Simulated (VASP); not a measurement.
Wanted: the native input for a VASP 6.6.1 run.

- Task: single point
- Functional: r2SCAN
- Potentials or basis: VASP PAW PBE potentials, release 64 (Rh_pv)
- Cutoff: 520 eV
- k mesh: 22 × 22 × 22
- Occupations: gaussian, width 0.15 eV
- Spin: no spin polarisation
- Dipole correction: no
- Further INCAR settings: ALGO = Normal; EDIFF = 1e-07; NBANDS = 14

Crystal: Rh.

```
Rh
1.0
     0.00000    1.95860    1.84450
     1.95860    0.00000    1.84450
     1.95860    1.95860    0.00000
Rh
1
Direct
  0.00000 0.00000 0.00000
```

This cell differs from its parent crystal: strain +0.030 along x and y, -0.030 along z.

These files were run (other wordings do the same):

POSCAR

```
Rh
1.0
    0.0000000000      1.9585965000      1.8445035000
    1.9585965000      0.0000000000      1.8445035000
    1.9585965000      1.9585965000      0.0000000000
Rh
1
Direct
    0.0000000000      0.0000000000      0.0000000000
```

INCAR.step1

```
SYSTEM = Rh
  PREC = Accurate
  ENCUT = 520
  ISMEAR = 0
  SIGMA = 0.15
  LREAL = .False.
  LASPH = .True.
  NELM = 60
  NBANDS = 14
  GGA = PE
  ALGO = Normal
  EDIFF = 1E-4
  LWAVE = .True.
  LCHARG = .False.
```

INCAR.step2

```
SYSTEM = Rh
  PREC = Accurate
  ENCUT = 520
  EDIFF = 1E-7
  ISMEAR = 0
  SIGMA = 0.15
  LREAL = .False.
  LASPH = .True.
  NELM = 60
  ALGO = Normal
  ISIF = 2
  LWAVE = .False.
  LCHARG = .True.
  METAGGA = R2SCAN
  LMIXTAU = .True.
  LELF = .True.
  LVHAR = .True.
  NBANDS = 14
  ISTART = 1
```

KPOINTS

```
Automatic mesh
0
Gamma
  22 22 22
  0 0 0
```

Potentials or basis: VASP PAW PBE potentials, release 64 (Rh_pv).

Command:

```console
$ cat potpaw_PBE.64/Rh_pv/POTCAR > POTCAR
$ cp INCAR.step1 INCAR
$ mpirun -np 1 vasp_std > vasp.out
$ cp INCAR.step2 INCAR
$ mpirun -np 1 vasp_std > vasp.out
```

Results of the run:

The pressure is -6.5 GPa and the band gap on the k mesh is zero (an odd number of electrons rules out a gap without spin polarisation).

Caveat: the cell differs from its parent crystal (strain +0.030 along x and y, -0.030 along z); the cell stands under tension; the PAW data sets were made with another functional, which shifts forces and pressure a little.

Run time: 12 min on 1 thread of Intel Xeon 8259CL, with other jobs on the host, peak memory 0.27 GiB.
